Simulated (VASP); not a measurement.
Input of a VASP 6.6.1 run:

The input INCAR:

```
PREC = Accurate
ENCUT = 600
EDIFF = 1E-7
ISMEAR = -1
SIGMA = 0.1
LREAL = False
LASPH = True
NELM = 80
ALGO = Normal
ISIF = 3
LWAVE = False
LCHARG = False
GGA = B5
ALDAX = 1.0
AGGAX = 1.0
AGGAC = 1.0
ALDAC = 0.0
IBRION = 2
NSW = 80
EDIFFG = -0.01
```

File KPOINTS:

```
Automatic mesh
0
Gamma
  12 12 12
```

Contents of POSCAR:

```
Nb
1.0
    2.6875991705      0.0000000000      0.0000000000
    0.0000000000      2.6875991705      0.0000000000
    0.0000000000      0.0000000000      2.6875991705
Nb
1
Direct
    0.0000000000      0.0000000000      0.0000000000
```

Potentials or basis: VASP PAW PBE potentials, release 64 (Nb_sv).

Launch:

```sh
$ cat potpaw_PBE.64/Nb_sv/POTCAR > POTCAR
$ mpirun -np 1 vasp_std > vasp.out
```

Task: Estimate the relaxed cell.

Result: a = 2.762 Å, b = 2.762 Å, c = 2.762 Å, α = 90.00°, β = 90.00°, γ = 90.00°.

Task: Estimate the relaxed volume.

Result: 21.07 Å³/atom.

Task: Predict the space group after relaxing (to 0.05 Å).

Result: Pm-3m (No. 221).

Final structure:
```xyz
1
Lattice="2.7621 0.0000 0.0000 0.0000 2.7621 0.0000 0.0000 0.0000 2.7621" Properties=species:S:1:pos:R:3 pbc="T T T"
Nb    0.0000    0.0000    0.0000
```

Caveat: the PAW data sets were made with another functional, which shifts forces and pressure a little.
